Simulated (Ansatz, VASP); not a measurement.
**One calculation of LaBi, two programs**

Contents of INCAR:

```
PREC = Accurate ; ENCUT = 520
EDIFF = 1E-6 ; ISMEAR = 0
SIGMA = 0.02 ; LREAL = False
LASPH = True ; NELM = 80
ALGO = Normal ; ISIF = 2
LWAVE = False ; LCHARG = False
NBANDS = 20
```

Contents of KPOINTS:

```
Automatic mesh
0
Gamma
  7 7 7
```

Contents of POSCAR:

```
LaBi
1.0
    0.0000000000      3.3677976270      3.3677976270
    3.3677976270      0.0000000000      3.3677976270
    3.3677976270      3.3677976270      0.0000000000
La Bi
1 1
Direct
    0.0000000000      0.0000000000      0.0000000000
    0.5000000000      0.5000000000      0.5000000000
```

Input for Ansatz:

```yaml
crystal:
  lattice:
    - [0.0, 3.3677976269797547, 3.3677976269797547]
    - [3.3677976269797547, 0.0, 3.3677976269797547]
    - [3.3677976269797547, 3.3677976269797547, 0.0]
  atoms:
    - { symbol: La, position: [0.0, 0.0, 0.0] }
    - { symbol: Bi, position: [0.5, 0.5, 0.5] }
basis:
  ecutwfc: 470.0
kpoints:
  mp_grid:
    grid: [7, 7, 7]
hamiltonian:
  xc: lda
scf:
  n_extra_bands: 2
  mixing:
    algorithm: anderson
  occupations:
    method: gaussian
    width: 0.02
output:
  stress: true
```

Alike in both runs: task single point; functional LDA; k mesh 7 × 7 × 7; occupations gaussian, width 0.02 eV; no spin polarisation.

|  | VASP | Ansatz |
| --- | --- | --- |
| version | VASP 6.6.1 | Ansatz 0.2.0 |
| potentials or method | VASP PAW LDA potentials, release 64 (La, Bi_d), cutoff 520 eV | plane waves, PAW |
| valence electrons in the cell | 26 | 26 |

|  | VASP | Ansatz | Ansatz less VASP |
| --- | --- | --- | --- |
| pressure (GPa) | -4.7 | -4.7 | +0.01 |

LDA's correlation is that of Perdew and Zunger in VASP and of Perdew and Wang (1992) in Ansatz.

Neither program's run includes spin-orbit coupling.
